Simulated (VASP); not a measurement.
Wanted: the native input for a VASP 6.6.1 run.

- Task: single point
- Functional: LDA
- Potentials or basis: VASP PAW LDA potentials, release 64 (Ta_pv)
- Cutoff: 520 eV
- k mesh: 16 × 16 × 16
- Occupations: fermi-dirac, width 0.15 eV
- Spin: no spin polarisation
- Dipole correction: no
- Further INCAR settings: ALGO = Normal; EDIFF = 1e-07; NBANDS = 12

The structure of Ta lies in POSCAR:

```
Ta
1.0
   -1.6278024231      1.6278024231      1.6278024231
    1.6278024231     -1.6278024231      1.6278024231
    1.6278024231      1.6278024231     -1.6278024231
Ta
1
Direct
    0.0000000000      0.0000000000      0.0000000000
```

The input as run:

INCAR

```
SYSTEM = Ta
PREC = Accurate ; ENCUT = 520
EDIFF = 1E-7 ; ISMEAR = -1
SIGMA = 0.15 ; LREAL = .False.
LASPH = .True. ; NELM = 100
ALGO = Normal ; ISIF = 2
LWAVE = .False. ; LCHARG = .True.
GGA = CA ; LELF = .True.
LVHAR = .True. ; NBANDS = 12
```

KPOINTS

```
Automatic mesh
0
Gamma
  16 16 16
  0 0 0
```

Potentials or basis: VASP PAW LDA potentials, release 64 (Ta_pv).

Run with:

```bash
$ cat potpaw_LDA.64/Ta_pv/POTCAR > POTCAR
$ mpirun -np 1 vasp_std > vasp.out
```

It gave:

- Pressure: 0.8 GPa
- Band gap on the k mesh: zero (an odd number of electrons rules out a gap without spin polarisation)

Caveat: spin-orbit coupling is left out, which moves the levels of the heavy elements.

Run time: 27 s on 1 thread of Intel Xeon 8259CL (shared host), peak memory 0.15 GiB.
